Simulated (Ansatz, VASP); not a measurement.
## One calculation of AlP, two programs

INCAR

```
  PREC = Accurate
  ENCUT = 500
  EDIFF = 1E-6
  ISMEAR = 0
  SIGMA = 0.05
  LREAL = F
  LASPH = T
  NELM = 120
  ALGO = Normal
  ISIF = 2
  LWAVE = F
  LCHARG = F
  GGA = CA
  NBANDS = 11
  GGA_COMPAT = F
```

KPOINTS

```
regular mesh
0
Gamma
  6 6 6
```

The input POSCAR:

```
AlP
1.0
    0.0000000000      2.7091941367      2.7091941367
    2.7091941367      0.0000000000      2.7091941367
    2.7091941367      2.7091941367      0.0000000000
Al P
1 1
Direct
    0.0000000000      0.0000000000      0.0000000000
    0.2500000000      0.2500000000      0.2500000000
```

Input for Ansatz:

```yaml
crystal:
  lattice:
    - [0.0, 2.7091941367, 2.7091941367]
    - [2.7091941367, 0.0, 2.7091941367]
    - [2.7091941367, 2.7091941367, 0.0]
  atoms:
    - { symbol: Al, position: [0.0, 0.0, 0.0] }
    - { symbol: P, position: [0.25, 0.25, 0.25] }
basis:
  ecutwfc: 420
kpoints:
  mp_grid: { grid: [6, 6, 6] }
hamiltonian:
  xc: lda
scf:
  occupations: { method: gaussian, width: 0.05 }
output:
  forces: true
  stress: true
  eigenvalues: true
```

Alike in both runs: task single point; functional LDA; k mesh 6 × 6 × 6; occupations gaussian, width 0.05 eV; no spin polarisation.

|  | VASP | Ansatz |
| --- | --- | --- |
| version | VASP 6.6.1 | Ansatz 0.2.0 |
| potentials or method | VASP PAW LDA potentials, release 64 (Al, P), cutoff 500 eV | scalar-relativistic, plane waves, PAW |
| valence electrons in the cell | 8 | 8 |

```csv
,VASP,Ansatz,Ansatz less VASP
gap on the k mesh at the Fermi level (eV),1.39,1.40,+0.006
least direct gap on the mesh (eV),3.31,3.30,-0.013
pressure (GPa),0.9,0.8,-0.05
```

LDA's correlation is that of Perdew and Zunger in VASP and of Perdew and Wang (1992) in Ansatz.
